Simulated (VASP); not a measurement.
# Sn (Fd-3m) in VASP: a series of runs

Runs on Sn. Level: r2SCAN. Tasks: single point.

Program: VASP 6.6.1. These are calculated values, not measurements. Logs are shortened: lines on timing, memory, paths and dates and some standing lists are left out, and cuts for length are marked.

**1. The cell of the first run**

It takes space group Fd-3m (No. 227, cubic). The conventional cell has a = 6.432 Å, b = 6.432 Å, c = 6.432 Å, α = 90.00°, β = 90.00°, γ = 90.00°. Sn (site symmetry -43m) has 4 Sn at 2.79 Å within 3.7 Å.

This isn't the form of Sn at room conditions, which is tetragonal (white tin).

**2. Single point, r2SCAN (33.27 Å³/atom)**

Input file POSCAR:

```
Sn
1.0
    0.0000000000      3.2161880328      3.2161880328
    3.2161880328      0.0000000000      3.2161880328
    3.2161880328      3.2161880328      0.0000000000
Sn
2
Direct
    0.0000000000      0.0000000000      0.0000000000
    0.2500000000      0.2500000000      0.2500000000
```

Input file INCAR.step1:

```
SYSTEM = Sn
  ALGO = Normal
  EDIFF = 1E-4
  ENCUT = 520
  GGA = PE
  ISMEAR = 0
  LASPH = .True.
  LCHARG = .False.
  LREAL = .False.
  LWAVE = .True.
  NBANDS = 21
  NELM = 100
  PREC = Accurate
  SIGMA = 0.1
```

Input file INCAR.step2:

```
SYSTEM = Sn
  ALGO = Normal
  EDIFF = 1E-7
  ENCUT = 520
  ISIF = 2
  ISMEAR = 0
  ISTART = 1
  LASPH = .True.
  LCHARG = .False.
  LMIXTAU = .True.
  LREAL = .False.
  LWAVE = .False.
  METAGGA = R2SCAN
  NBANDS = 21
  NELM = 100
  PREC = Accurate
  SIGMA = 0.1
```

Input file KPOINTS:

```
k-points
0
Gamma
  12 12 12
  0 0 0
```

Potentials or basis: VASP PAW PBE potentials, release 64 (Sn_d).

Started as:

```
> cat potpaw_PBE.64/Sn_d/POTCAR > POTCAR
> cp INCAR.step1 INCAR
> mpirun -np 1 vasp_std > vasp.out
> cp INCAR.step2 INCAR
> mpirun -np 1 vasp_std > vasp.out
```

OUTCAR:

```text
SYSTEM = Sn
   EDIFF = 1E-7
   ENCUT = 520
   ISIF = 2
   ISMEAR = 0
   ISTART = 1
   LASPH = .True.
   LREAL = .False.
   METAGGA = R2SCAN
   NELM = 100
   PREC = Accurate

 ion  position               nearest neighbor table
   1  0.000  0.000  0.000-   2 2.79   2 2.79   2 2.79   2 2.79
   2  0.250  0.250  0.250-   1 2.79   1 2.79   1 2.79   1 2.79

  LATTYP: Found a face centered cubic cell.
 ALAT       =     6.4323760656

  Lattice vectors:

 A1 = (   0.0000000000,   3.2161880328,   3.2161880328)
 A2 = (   3.2161880328,   0.0000000000,   3.2161880328)
 A3 = (   3.2161880328,   3.2161880328,   0.0000000000)

Analysis of symmetry for initial positions (statically):
=====================================================================
 Subroutine PRICEL returns:
 Original cell was already a primitive cell.

 Routine SETGRP: Setting up the symmetry group for a
 face centered cubic supercell.

 Subroutine GETGRP returns: Found 48 space group operations
 (whereof 24 operations were pure point group operations)
 out of a pool of 48 trial point group operations.

The static configuration has the point symmetry T_d .
 The point group associated with its full space group is O_h .

Analysis of symmetry for dynamics (positions and initial velocities):
=====================================================================
 Subroutine PRICEL returns:
 Original cell was already a primitive cell.

 Routine SETGRP: Setting up the symmetry group for a
 face centered cubic supercell.

 Subroutine GETGRP returns: Found 48 space group operations
 (whereof 24 operations were pure point group operations)
 out of a pool of 48 trial point group operations.

The dynamic configuration has the point symmetry T_d .
 The point group associated with its full space group is O_h .

 Subroutine INISYM returns: Found 48 space group operations
 (whereof 24 operations are pure point group operations),
 and found     1 'primitive' translations

----------------------------------------------------------------------------------------

                                     Primitive cell

  volume of cell :      66.5356

  direct lattice vectors                    reciprocal lattice vectors
     0.000000000  3.216188033  3.216188033    -0.155463547  0.155463547  0.155463547
     3.216188033  0.000000000  3.216188033     0.155463547 -0.155463547  0.155463547
     3.216188033  3.216188033  0.000000000     0.155463547  0.155463547 -0.155463547

  length of vectors
     4.548376735  4.548376735  4.548376735     0.269270762  0.269270762  0.269270762

  position of ions in fractional coordinates (direct lattice)
     0.000000000  0.000000000  0.000000000
     0.250000000  0.250000000  0.250000000

  ion indices of the primitive-cell ions
   primitive index   ion index
                 1           1
                 2           2

----------------------------------------------------------------------------------------

 KPOINTS: k-points

Automatic generation of k-mesh.
 Grid dimensions read from file:
 generate k-points for:   12   12   12

 Generating k-lattice:

  Cartesian coordinates                     Fractional coordinates (reciprocal lattice)
    -0.012955296  0.012955296  0.012955296     0.083333333  0.000000000  0.000000000
     0.012955296 -0.012955296  0.012955296     0.000000000  0.083333333  0.000000000
     0.012955296  0.012955296 -0.012955296     0.000000000  0.000000000  0.083333333

  Length of vectors
     0.022439230  0.022439230  0.022439230

  Shift w.r.t. Gamma in fractional coordinates (k-lattice)
     0.000000000  0.000000000  0.000000000

 Subroutine IBZKPT returns following result:
 ===========================================

 Found     72 irreducible k-points:

 Following reciprocal coordinates:
            Coordinates               Weight
  0.000000  0.000000  0.000000      1.000000
  0.083333  0.000000  0.000000      8.000000
  0.166667  0.000000  0.000000      8.000000
  0.250000  0.000000  0.000000      8.000000
  0.333333  0.000000  0.000000      8.000000
  0.416667  0.000000  0.000000      8.000000
[... 16 lines left out ...]
  0.500000  0.166667  0.000000     24.000000
 -0.416667  0.166667  0.000000     24.000000
 [... further k-points ...]
   k-points           NKPTS =     72   k-points in BZ     NKDIM =     72   number of bands    NBANDS=     21
   number of dos      NEDOS =    301   number of ions     NIONS =      2
   total plane-waves  NPLWV =  46656
   dimension x,y,z NGX =    36 NGY =   36 NGZ =   36
   dimension x,y,z NGXF=    72 NGYF=   72 NGZF=   72
   ions per type =               2
   NGX,Y,Z   is equivalent  to a cutoff of  13.16, 13.16, 13.16 a.u.
   NGXF,Y,Z  is equivalent  to a cutoff of  26.32, 26.32, 26.32 a.u.
 SYSTEM =  Sn
   PREC   = accura    normal or accurate (medium, high low for compatibility)
   ISTART =      1    job   : 0-new  1-cont  2-samecut
   ICHARG =      0    charge: 1-file 2-atom 10-const
[... 34 lines left out ...]
   IVDW    =     0    specifies the selected vdW correction
   LEPSILON=     F    determine dielectric tensor
   LRPA    =     F    only Hartree local field effects (RPA)
 non-spin polarized calculation
 Gauss-broadening in eV      SIGMA  =   0.10
  energy-cutoff  :      520.00
  volume of cell :       66.54
 maximum number of plane-waves:      1820
 NGX is ok and might be reduce to    36
   NGX = 17   NGY = 17   NGZ = 17

 number of electron      28.0000012 magnetization

 Free energy of the ion-electron system (eV)
  ---------------------------------------------------
  ext. energy  EPLUGINS =         0.00000000
  ---------------------------------------------------
  free energy    TOTEN  =       -49.45595687 eV

  energy without entropy =      -49.45583300  energy(sigma->0) =      -49.45589493

 E-fermi :   5.9078     XC(G=0):  -9.7195

 val. band max:        5.8746357757   @ k =   0.0000   0.0000   0.0000
 cond. band min:       6.0712690063   @ k =   0.5000   0.0000   0.0000
 fundamental gap:      0.1966332306
 Fermi energy:         5.9077732381

 k-point     1 :       0.0000    0.0000    0.0000
  band No.  band energies     occupation
      1     -16.5928      2.00000
      2     -16.5928      2.00000
      3     -16.5928      2.00000
      4     -16.5222      2.00000
      5     -16.5222      2.00000
      6     -16.1748      2.00000
[... 13 lines left out ...]
     20      14.1903      0.00000
     21      14.1903      0.00000

 k-point     2 :       0.0833    0.0000    0.0000
  band No.  band energies     occupation
      1     -16.5992      2.00000
      2     -16.5992      2.00000
      3     -16.5910      2.00000
      4     -16.5134      2.00000
      5     -16.5134      2.00000
      6     -16.1856      2.00000
[... 13 lines left out ...]
     20      13.5836      0.00000
     21      13.5836      0.00000

 k-point     3 :       0.1667    0.0000    0.0000
  band No.  band energies     occupation
      1     -16.6113      2.00000
      2     -16.6113      2.00000
      3     -16.5858      2.00000
      4     -16.4949      2.00000
      5     -16.4949      2.00000
      6     -16.2023      2.00000
[... 13 lines left out ...]
     20      13.1092      0.00000
     21      13.1092      0.00000

 k-point     4 :       0.2500    0.0000    0.0000
  band No.  band energies     occupation
      1     -16.6220      2.00000
      2     -16.6220      2.00000
      3     -16.5787      2.00000
      4     -16.4763      2.00000
      5     -16.4763      2.00000
      6     -16.2167      2.00000
[... 13 lines left out ...]
     20      13.0850      0.00000
     21      13.0850      0.00000

 k-point     5 :       0.3333    0.0000    0.0000
  band No.  band energies     occupation
      1     -16.6291      2.00000
      2     -16.6291      2.00000
      3     -16.5713      2.00000
      4     -16.4626      2.00000
      5     -16.4626      2.00000
      6     -16.2261      2.00000
[... 13 lines left out ...]
     20      13.5832      0.00000
     21      13.5832      0.00000
[... 382 lines left out ...]
     20      14.0306      0.00000
     21      14.6392      0.00000

 k-point    22 :       0.4167    0.1667    0.0000
  band No.  band energies     occupation
      1     -16.6533      2.00000
      2     -16.6342      2.00000
      3     -16.5517      2.00000
      4     -16.4459      2.00000
      5     -16.4138      2.00000
      6     -16.3053      2.00000
[... 13 lines left out ...]
     20      14.7675      0.00000
     21      15.2838      0.00000

 k-point    23 :       0.5000    0.1667    0.0000
  band No.  band energies     occupation
      1     -16.6603      2.00000
      2     -16.6398      2.00000
      3     -16.5343      2.00000
      4     -16.4313      2.00000
      5     -16.4188      2.00000
      6     -16.2946      2.00000
[... 13 lines left out ...]
     20      15.1742      0.00000
     21      15.3091      0.00000

 k-point    24 :      -0.4167    0.1667    0.0000
  band No.  band energies     occupation
      1     -16.6610      2.00000
      2     -16.6433      2.00000
      3     -16.5257      2.00000
      4     -16.4331      2.00000
      5     -16.4211      2.00000
      6     -16.2728      2.00000
[... 13 lines left out ...]
     20      14.1493      0.00000
     21      14.4442      0.00000

 [... further k-points ...]
[... 5 lines left out ...]
  --------------------------------------------------------------------------------------
  -------------------------------------------------------------------------------------
  Total        1.2737760      1.2737760      1.2737760      0.0000000      0.0000000      0.0000000
  in kB       30.6725114     30.6725114     30.6725114      0.0000000      0.0000000      0.0000000
  external PRESSURE =      30.6725114 kB  Pullay stress =       0.0000000 kB

 VOLUME and BASIS-vectors are now :
 -----------------------------------------------------------------------------
  energy-cutoff  :      520.00
  volume of cell :       66.54
      direct lattice vectors                 reciprocal lattice vectors
     0.000000000  3.216188033  3.216188033    -0.155463547  0.155463547  0.155463547
     3.216188033  0.000000000  3.216188033     0.155463547 -0.155463547  0.155463547
     3.216188033  3.216188033  0.000000000     0.155463547  0.155463547 -0.155463547

 POSITION                                       TOTAL-FORCE (eV/Angst)
 -----------------------------------------------------------------------------------
      0.00000      0.00000      0.00000         0.000000     -0.000000      0.000000
      1.60809      1.60809      1.60809        -0.000000      0.000000     -0.000000
 -----------------------------------------------------------------------------------
    total drift:                                0.000000      0.000000      0.000000

  FREE ENERGIE OF THE ION-ELECTRON SYSTEM (eV)
  ---------------------------------------------------
  free  energy   TOTEN  =       -49.4559568663 eV

  energy  without entropy=      -49.4558329970  energy(sigma->0) =      -49.45589493
```

It took 2.6 min on 1 thread of Intel Xeon 6975P-C (Granite Rapids), shared host; peak memory 0.26 GiB.

Results:

```
Free energy            : -49.4560 eV
Pressure               : 3.1 GPa
Band gap on the k mesh : zero (filled and empty bands touch)
```

Levels at points of the mesh, in eV from the Fermi level:
```tsv
k point	band 10	band 11	band 12	band 13	band 14	band 15	band 16	band 17	band 18	band 19
(0.00, 0.00, 0.00)	-22.06	-11.36	-0.20	-0.03	-0.03	-0.03	2.18	2.18	2.18	5.39
(0.50, 0.00, 0.00)	-22.02	-9.58	-6.74	-1.35	-1.35	0.16	3.34	3.34	5.90	9.03
(0.50, 0.50, 0.00)	-21.99	-7.99	-7.99	-2.81	-2.81	0.85	0.85	8.30	8.30	10.03
```

Caveat: the cell stands under pressure; the PAW data sets were made with another functional, which shifts forces and pressure a little; spin-orbit coupling is left out, which moves the levels of the heavy elements.

**3. Single point, r2SCAN**

This run uses another cell than the first one, of 35.39 Å³/atom.

Input file POSCAR:

```
Sn
1.0
    0.0000000000      3.2832111483      3.2832111483
    3.2832111483      0.0000000000      3.2832111483
    3.2832111483      3.2832111483      0.0000000000
Sn
2
Direct
    0.0000000000      0.0000000000      0.0000000000
    0.2500000000      0.2500000000      0.2500000000
```

Input file INCAR.step1:

```
SYSTEM = Sn
PREC = Accurate ; ENCUT = 520
ISMEAR = 0 ; SIGMA = 0.1
LREAL = .FALSE. ; LASPH = .TRUE.
NELM = 80 ; NBANDS = 21
GGA = PE ; ALGO = Normal
EDIFF = 1E-4 ; LWAVE = .TRUE.
LCHARG = .FALSE.
```

Input file INCAR.step2:

```
SYSTEM = Sn
PREC = Accurate ; ENCUT = 520
EDIFF = 1E-6 ; ISMEAR = 0
SIGMA = 0.1 ; LREAL = .FALSE.
LASPH = .TRUE. ; NELM = 80
ALGO = Normal ; ISIF = 2
LWAVE = .FALSE. ; LCHARG = .TRUE.
METAGGA = R2SCAN ; LMIXTAU = .TRUE.
LELF = .TRUE. ; LVHAR = .TRUE.
NBANDS = 21 ; ISTART = 1
```

Input file KPOINTS:

```
regular mesh
0
G
  12 12 12
  0 0 0
```

Potentials or basis: VASP PAW PBE potentials, release 64 (Sn_d).

Started as:

```
> cat potpaw_PBE.64/Sn_d/POTCAR > POTCAR
> cp INCAR.step1 INCAR
> mpirun -np 1 vasp_std > vasp.out
> cp INCAR.step2 INCAR
> mpirun -np 1 vasp_std > vasp.out
```

Wall time 1.9 min (1 thread of Intel Xeon 6975P-C (Granite Rapids), shared host); peak memory 0.26 GiB.

Results (log left out):

```yaml
Free_energy: -49.4955 eV
Pressure: 0.0 GPa
Band_gap_on_the_k_mesh: zero (filled and empty bands touch)
```

Levels at points of the mesh, in eV from the Fermi level:
| k point | band 10 | band 11 | band 12 | band 13 | band 14 | band 15 | band 16 | band 17 | band 18 | band 19 |
| --- | --- | --- | --- | --- | --- | --- | --- | --- | --- | --- |
| (0.00, 0.00, 0.00) | -21.96 | -10.89 | -0.62 | 0.00 | 0.00 | 0.00 | 2.22 | 2.22 | 2.22 | 5.37 |
| (0.50, 0.00, 0.00) | -21.92 | -9.25 | -6.46 | -1.21 | -1.21 | 0.06 | 3.35 | 3.35 | 5.96 | 8.76 |
| (0.50, 0.50, 0.00) | -21.90 | -7.74 | -7.74 | -2.56 | -2.56 | 0.96 | 0.96 | 7.93 | 7.93 | 9.58 |

Caveat: the PAW data sets were made with another functional, which shifts forces and pressure a little; spin-orbit coupling is left out, which moves the levels of the heavy elements.

**4. Single point, r2SCAN (36.45 Å³/atom)**

This run uses another cell than the first one, of 36.45 Å³/atom.

Input file POSCAR:

```
Sn
1.0
    0.0000000000      3.3157203036      3.3157203036
    3.3157203036      0.0000000000      3.3157203036
    3.3157203036      3.3157203036      0.0000000000
Sn
2
Direct
    0.0000000000      0.0000000000      0.0000000000
    0.2500000000      0.2500000000      0.2500000000
```

Input file INCAR.step1:

```
  ALGO = Normal
  EDIFF = 1E-4
  ENCUT = 520
  GGA = PE
  ISMEAR = 0
  LASPH = True
  LCHARG = False
  LREAL = False
  LWAVE = True
  NBANDS = 21
  NELM = 100
  PREC = Accurate
  SIGMA = 0.1
```

Input file INCAR.step2:

```
  ALGO = Normal
  EDIFF = 1E-6
  ENCUT = 520
  ISIF = 2
  ISMEAR = 0
  ISTART = 1
  LASPH = True
  LCHARG = True
  LELF = True
  LMIXTAU = True
  LREAL = False
  LVHAR = True
  LWAVE = False
  METAGGA = R2SCAN
  NBANDS = 21
  NELM = 100
  PREC = Accurate
  SIGMA = 0.1
```

Input file KPOINTS:

```
k-points
0
Gamma
  12 12 12
```

Started as:

```
> cat potpaw_PBE.64/Sn_d/POTCAR > POTCAR
> cp INCAR.step1 INCAR
> mpirun -np 1 vasp_std > vasp.out
> cp INCAR.step2 INCAR
> mpirun -np 1 vasp_std > vasp.out
```

It took 2.1 min on 1 thread of Intel Xeon 6975P-C (Granite Rapids), shared host; peak memory 0.26 GiB.

It converged, with:

```yaml
Free_energy: -49.4879 eV
Pressure: -1.2 GPa
Band_gap_on_the_k_mesh: zero (filled and empty bands touch)
```

Levels at points of the mesh, in eV from the Fermi level:
```tsv
k point	band 10	band 11	band 12	band 13	band 14	band 15	band 16	band 17	band 18	band 19
(0.00, 0.00, 0.00)	-21.92	-10.67	-0.81	0.03	0.03	0.03	2.24	2.24	2.24	5.35
(0.50, 0.00, 0.00)	-21.88	-9.09	-6.33	-1.14	-1.14	0.03	3.36	3.36	5.99	8.64
(0.50, 0.50, 0.00)	-21.86	-7.61	-7.61	-2.44	-2.44	1.01	1.01	7.76	7.76	9.37
```

Caveat: the PAW data sets were made with another functional, which shifts forces and pressure a little; spin-orbit coupling is left out, which moves the levels of the heavy elements.

**5. Single point, r2SCAN (37.51 Å³/atom)**

This run uses another cell than the first one, of 37.51 Å³/atom.

Input file POSCAR:

```
Sn
1.0
    0.0000000000      3.3476041855      3.3476041855
    3.3476041855      0.0000000000      3.3476041855
    3.3476041855      3.3476041855      0.0000000000
Sn
2
Direct
    0.0000000000      0.0000000000      0.0000000000
    0.2500000000      0.2500000000      0.2500000000
```

Input file INCAR.step1:

```
SYSTEM = Sn
PREC = Accurate ; ENCUT = 520
ISMEAR = 0 ; SIGMA = 0.1
LREAL = .False. ; LASPH = .True.
NELM = 60 ; NBANDS = 21
GGA = PE ; ALGO = Normal
EDIFF = 1E-4 ; LWAVE = .True.
LCHARG = .False.
```

Input file INCAR.step2:

```
SYSTEM = Sn
PREC = Accurate ; ENCUT = 520
EDIFF = 1E-7 ; ISMEAR = 0
SIGMA = 0.1 ; LREAL = .False.
LASPH = .True. ; NELM = 60
ALGO = Normal ; ISIF = 2
LWAVE = .False. ; LCHARG = .True.
METAGGA = R2SCAN ; LMIXTAU = .True.
LELF = .True. ; LVHAR = .True.
NBANDS = 21 ; ISTART = 1
```

Input file KPOINTS:

```
Automatic mesh
0
Gamma
  12 12 12
  0 0 0
```

Started as:

```
> cat potpaw_PBE.64/Sn_d/POTCAR > POTCAR
> cp INCAR.step1 INCAR
> mpirun -np 1 vasp_std > vasp.out
> cp INCAR.step2 INCAR
> mpirun -np 1 vasp_std > vasp.out
```

It took 2.5 min on 1 thread of Intel Xeon 6975P-C (Granite Rapids), shared host; peak memory 0.27 GiB.

Results (log left out):

```
Free energy            : -49.4660 eV
Pressure               : -2.2 GPa
Band gap on the k mesh : zero (bands 14 and 15 overlap by 0.06 eV)
```

Levels at points of the mesh, in eV from the Fermi level:
| k point | band 10 | band 11 | band 12 | band 13 | band 14 | band 15 | band 16 | band 17 | band 18 | band 19 |
| --- | --- | --- | --- | --- | --- | --- | --- | --- | --- | --- |
| (0.00, 0.00, 0.00) | -21.88 | -10.47 | -0.99 | 0.05 | 0.05 | 0.05 | 2.25 | 2.25 | 2.25 | 5.34 |
| (0.50, 0.00, 0.00) | -21.84 | -8.94 | -6.21 | -1.08 | -1.08 | -0.01 | 3.37 | 3.37 | 6.02 | 8.53 |
| (0.50, 0.50, 0.00) | -21.83 | -7.50 | -7.50 | -2.33 | -2.33 | 1.05 | 1.05 | 7.59 | 7.59 | 9.18 |

Caveat: the PAW data sets were made with another functional, which shifts forces and pressure a little; spin-orbit coupling is left out, which moves the levels of the heavy elements.

**6. Overview**

```tsv
cell	gap on the mesh (eV)	pressure (GPa)
a = 4.548 Å, angles 60.0°, 2 atoms	none	3.1
a = 4.643 Å, angles 60.0°, 2 atoms	none	0.0
a = 4.689 Å, angles 60.0°, 2 atoms	none	-1.2
a = 4.734 Å, angles 60.0°, 2 atoms	none	-2.2
```

Alike in all rows: task single point; level r2SCAN; potentials or basis VASP PAW PBE potentials, release 64 (Sn_d); no spin polarisation; k mesh 12 × 12 × 12; cutoff (eV) 520; smearing gaussian 0.1 eV.

Caveats: the PAW data sets were made with another functional, which shifts forces and pressure a little; spin-orbit coupling is left out, which moves the levels of the heavy elements; the cell stands under pressure (at least some runs).

Absolute energies hang on the potentials; compare differences alone.
